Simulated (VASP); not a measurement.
# Fe (Fm-3m) in VASP: further runs

Fe is run at these levels: PBE; tasks: single point.

Everything below comes from runs of VASP 6.6.1. Logs are shortened: lines on timing, memory, paths and dates and some standing lists are left out, and cuts for length are marked.

### 1 The cell of the first run

The structure is cubic, space group Fm-3m (No. 225). The conventional cell has a = 3.679 Å, b = 3.679 Å, c = 3.679 Å, α = 90.00°, β = 90.00°, γ = 90.00°. Fe (site symmetry m-3m) has 12 Fe at 2.60 Å within 3.4 Å.

### 2 Single point, PBE, collinear spin, ferromagnetic start

The input, INCAR:

```
ALGO     = Normal         # electronic algorithm
EDIFF    = 1E-6           # SCF threshold, eV
ENCUT    = 520            # plane-wave cutoff, eV
GGA      = PE             # functional
ISIF     = 2              # what is computed and relaxed
ISMEAR   = -1             # smearing method
ISPIN    = 2              # spin polarisation
LASPH    = T              # aspherical terms in the spheres
LCHARG   = T              # write CHGCAR
LELF     = T              # ELF
LMAXMIX  = 4              # l up to which the mixer works
LORBIT   = 11             # projections on sites
LREAL    = F              # projectors in reciprocal space
LVHAR    = T            
LWAVE    = F              # write WAVECAR
MAGMOM   = 1.15           # initial moments
NBANDS   = 14             # bands
NELM     = 150            # most SCF steps
NUPDOWN  = 1.15           # fixed moment
PREC     = Accurate       # precision mode
SIGMA    = 0.1            # smearing width, eV
```

The input, KPOINTS:

```
k-points
0
Gamma
  12 12 12
```

The input, POSCAR:

```
Fe
1.0
    0.0000000000      1.8395000000      1.8395000000
    1.8395000000      0.0000000000      1.8395000000
    1.8395000000      1.8395000000      0.0000000000
Fe
1
Direct
    0.0000000000      0.0000000000      0.0000000000
```

Potentials or basis: VASP PAW PBE potentials, release 64 (Fe).

Run with:

```
$ cat potpaw_PBE.64/Fe/POTCAR > POTCAR
$ mpirun -np 1 vasp_std > vasp.out
```

OUTCAR:

```text
EDIFF = 1E-6
   ENCUT = 520
   GGA = PE
   ISIF = 2
   ISMEAR = -1
   ISPIN = 2
   LASPH = T
   LORBIT = 11
   LREAL = F
   NELM = 150
   NUPDOWN = 1.15
   PREC = Accurate

 ion  position               nearest neighbor table
   1  0.000  0.000  0.000-

  LATTYP: Found a face centered cubic cell.
 ALAT       =     3.6790000000

  Lattice vectors:

 A1 = (   0.0000000000,   1.8395000000,   1.8395000000)
 A2 = (   1.8395000000,   0.0000000000,   1.8395000000)
 A3 = (   1.8395000000,   1.8395000000,   0.0000000000)

Analysis of symmetry for initial positions (statically):
=====================================================================
 Subroutine PRICEL returns:
 Original cell was already a primitive cell.

 Routine SETGRP: Setting up the symmetry group for a
 face centered cubic supercell.

 Subroutine GETGRP returns: Found 48 space group operations
 (whereof 48 operations were pure point group operations)
 out of a pool of 48 trial point group operations.

The static configuration has the point symmetry O_h .

Analysis of symmetry for dynamics (positions and initial velocities):
=====================================================================
 Subroutine PRICEL returns:
 Original cell was already a primitive cell.

 Routine SETGRP: Setting up the symmetry group for a
 face centered cubic supercell.

 Subroutine GETGRP returns: Found 48 space group operations
 (whereof 48 operations were pure point group operations)
 out of a pool of 48 trial point group operations.

The dynamic configuration has the point symmetry O_h .

Analysis of structural, dynamic, and magnetic symmetry:
=====================================================================
 Subroutine PRICEL returns:
 Original cell was already a primitive cell.

 Routine SETGRP: Setting up the symmetry group for a
 face centered cubic supercell.

 Subroutine GETGRP returns: Found 48 space group operations
 (whereof 48 operations were pure point group operations)
 out of a pool of 48 trial point group operations.

The overall configuration has the point symmetry O_h .

 Subroutine INISYM returns: Found 48 space group operations
 (whereof 48 operations are pure point group operations),
 and found     1 'primitive' translations

----------------------------------------------------------------------------------------

                                     Primitive cell

  volume of cell :      12.4489

  direct lattice vectors                    reciprocal lattice vectors
     0.000000000  1.839500000  1.839500000    -0.271812993  0.271812993  0.271812993
[... 115 lines left out ...]
 spin polarized calculation
  energy-cutoff  :      520.00
  volume of cell :       12.45
 maximum number of plane-waves:       347
   NGX =  9   NGY =  9   NGZ =  9

 number of electron       8.0000001 magnetization       1.1500000

 Free energy of the ion-electron system (eV)
  ---------------------------------------------------
  ext. energy  EPLUGINS =         0.00000000
  ---------------------------------------------------
  free energy    TOTEN  =        -7.93243935 eV

  energy without entropy =       -7.86913259  energy(sigma->0) =       -7.90078597

 E-fermi :   5.0276     XC(G=0): -12.6425

 val. band max:        5.0158654379   @ k =   0.4167   0.3333   0.0000
 cond. band min:       4.8157622222   @ k =  -0.1667   0.1667   0.0000
 fundamental gap:     -0.2001032157
 Fermi energy:         4.7905733617

 spin component 1

 k-point     1 :       0.0000    0.0000    0.0000
  band No.  band energies     occupation
      1      -2.9538      1.00000
      2       3.2714      1.00000
      3       3.2714      1.00000
      4       3.2714      1.00000
      5       3.9694      0.99973
      6       3.9694      0.99973
      7      26.6054      0.00000
      8      30.4863      0.00000
      9      30.4863      0.00000
     10      30.4863      0.00000
     11      33.2709      0.00000
     12      33.2710      0.00000
     13      33.2710      0.00000
     14      35.7757      0.00000
[... 379 lines left out ...]
      3       3.3040      1.00000
      4       3.4245      1.00000
      5       4.9288      0.20065
      6       7.5730      0.00000
      7      11.5429      0.00000
      8      20.8333      0.00000
      9      25.2258      0.00000
     10      26.1607      0.00000
     11      34.4444      0.00000
     12      34.7748      0.00000
     13      41.4468      0.00000
     14      43.9302      0.00000

 [... further k-points ...]

 spin component 2

 k-point     1 :       0.0000    0.0000    0.0000
  band No.  band energies     occupation
      1      -2.8894      1.00000
      2       4.0643      0.99993
      3       4.0643      0.99993
      4       4.0644      0.99993
      5       5.7551      0.00069
      6       5.7552      0.00069
      7      26.3599      0.00000
      8      30.7594      0.00000
      9      30.7594      0.00000
     10      30.7594      0.00000
     11      33.4469      0.00000
     12      33.4469      0.00000
     13      33.4469      0.00000
     14      35.3317      0.00000
[... 379 lines left out ...]
      3       4.0045      0.99996
      4       4.6746      0.97151
      5       6.1389      0.00001
      6       8.2951      0.00000
      7      12.0582      0.00000
      8      21.0961      0.00000
      9      25.5537      0.00000
     10      26.2062      0.00000
     11      34.6694      0.00000
     12      34.8869      0.00000
     13      41.6891      0.00000
     14      44.1451      0.00000

 [... further k-points ...]
[... 5 lines left out ...]
  --------------------------------------------------------------------------------------
  -------------------------------------------------------------------------------------
  Total       -2.1804186     -2.1804186     -2.1804186      0.0000000      0.0000000     -0.0000000
  in kB     -280.6215963   -280.6215963   -280.6215963      0.0000000      0.0000000     -0.0000000
  external PRESSURE =    -280.6215963 kB  Pullay stress =       0.0000000 kB

 VOLUME and BASIS-vectors are now :
 -----------------------------------------------------------------------------
  energy-cutoff  :      520.00
  volume of cell :       12.45
      direct lattice vectors                 reciprocal lattice vectors
     0.000000000  1.839500000  1.839500000    -0.271812993  0.271812993  0.271812993
     1.839500000  0.000000000  1.839500000     0.271812993 -0.271812993  0.271812993
     1.839500000  1.839500000  0.000000000     0.271812993  0.271812993 -0.271812993

 POSITION                                       TOTAL-FORCE (eV/Angst)
 -----------------------------------------------------------------------------------
      0.00000      0.00000      0.00000         0.000000     -0.000000     -0.000000
 -----------------------------------------------------------------------------------
    total drift:                                0.000000      0.000000      0.000000

  FREE ENERGIE OF THE ION-ELECTRON SYSTEM (eV)
  ---------------------------------------------------
  free  energy   TOTEN  =        -7.9324393495 eV

  energy  without entropy=       -7.8691325861  energy(sigma->0) =       -7.90078597

 total charge

# of ion       s       p       d       tot
------------------------------------------
    1        0.449   0.460   6.179   7.088

 magnetization (x)

# of ion       s       p       d       tot
------------------------------------------
    1       -0.007  -0.028   1.193   1.158
```

OSZICAR:

```text
N       E                     dE             d eps       ncg     rms          rms(c)
DAV:   1     0.216435430778E+02    0.21644E+02   -0.37509E+03  4398   0.655E+02
DAV:   2    -0.844144380838E+01   -0.30085E+02   -0.27968E+02  4320   0.127E+02
DAV:   3    -0.938666175525E+01   -0.94522E+00   -0.93646E+00  4884   0.234E+01
DAV:   4    -0.939007612758E+01   -0.34144E-02   -0.34140E-02  4782   0.126E+00
DAV:   5    -0.939009427799E+01   -0.18150E-04   -0.18150E-04  4824   0.957E-02    0.106E+01
DAV:   6    -0.818374289545E+01    0.12064E+01   -0.15954E+01  4986   0.436E+01    0.529E+00
DAV:   7    -0.794700682582E+01    0.23674E+00   -0.17374E+00  4842   0.135E+01    0.211E+00
DAV:   8    -0.793890131468E+01    0.81055E-02   -0.12477E-02  4916   0.758E-01    0.663E-01
DAV:   9    -0.793351433666E+01    0.53870E-02   -0.54789E-03  5854   0.456E-01    0.243E-01
DAV:  10    -0.793243068089E+01    0.10837E-02   -0.83124E-04  4790   0.150E-01    0.569E-02
DAV:  11    -0.793243899456E+01   -0.83137E-05   -0.33730E-05  4758   0.491E-02    0.344E-02
DAV:  12    -0.793243934950E+01   -0.35494E-06   -0.12695E-06  4578   0.124E-02
   1 F= -.79324393E+01 E0= -.79007860E+01  d E =-.633068E-01  mag=     1.1500
```

stdout:

```text
POSCAR found type information on POSCAR Fe
 POSCAR found :  1 types and       1 ions
 scaLAPACK will be used
 LDA part: xc-table for (Slater+PW92), standard interpolation
 POSCAR, INCAR and KPOINTS ok, starting setup
 FFT: planning ... GRIDC
 FFT: planning ... GRID_SOFT
 FFT: planning ... GRID
 WAVECAR not read
 entering main loop
```

Wall time 12 s (1 thread of Intel Xeon 6975P-C (Granite Rapids), shared host); peak memory 0.13 GiB.

What came out:

```
Free energy                                           : -7.9324 eV
Pressure                                              : -28.1 GPa
Net moment                                            : 1.15 μB per cell
Site moments                                          : Fe +1.16 μB
Valence electrons inside the program's atomic spheres : Fe 7.09
```

Caveat: the total moment is fixed, so each spin has its own Fermi level.

### 3 Single point, PBE, collinear spin, ferromagnetic start

The input, INCAR:

```
SYSTEM = Fe
PREC = Accurate ; ENCUT = 520
EDIFF = 1E-7 ; ISMEAR = -1
SIGMA = 0.1 ; LREAL = .False.
LASPH = .True. ; NELM = 150
ALGO = Normal ; ISIF = 2
LWAVE = .False. ; LCHARG = .False.
ISPIN = 2 ; MAGMOM = 2.3
LORBIT = 11 ; NUPDOWN = 2.3
LMAXMIX = 4 ; GGA = PE
NBANDS = 14
```

The input, KPOINTS:

```
regular mesh
0
Gamma
  12 12 12
  0 0 0
```

POSCAR is that of step 2.

Potentials or basis: VASP PAW PBE potentials, release 64 (Fe).

Run with:

```
$ cat potpaw_PBE.64/Fe/POTCAR > POTCAR
$ mpirun -np 1 vasp_std > vasp.out
```

It took 13 s on 1 thread of Intel Xeon 6975P-C (Granite Rapids), shared host; peak memory 0.14 GiB.

It converged, with:

| Property | Result |
| --- | --- |
| Free energy | -8.0677 eV |
| Pressure | -11.6 GPa |
| Net moment | 2.30 μB per cell |
| Site moments | Fe +2.31 μB |
| Valence electrons inside the program's atomic spheres | Fe 7.09 |

Caveat: the total moment is fixed, so each spin has its own Fermi level.

(Continued in part 2 of 2.)
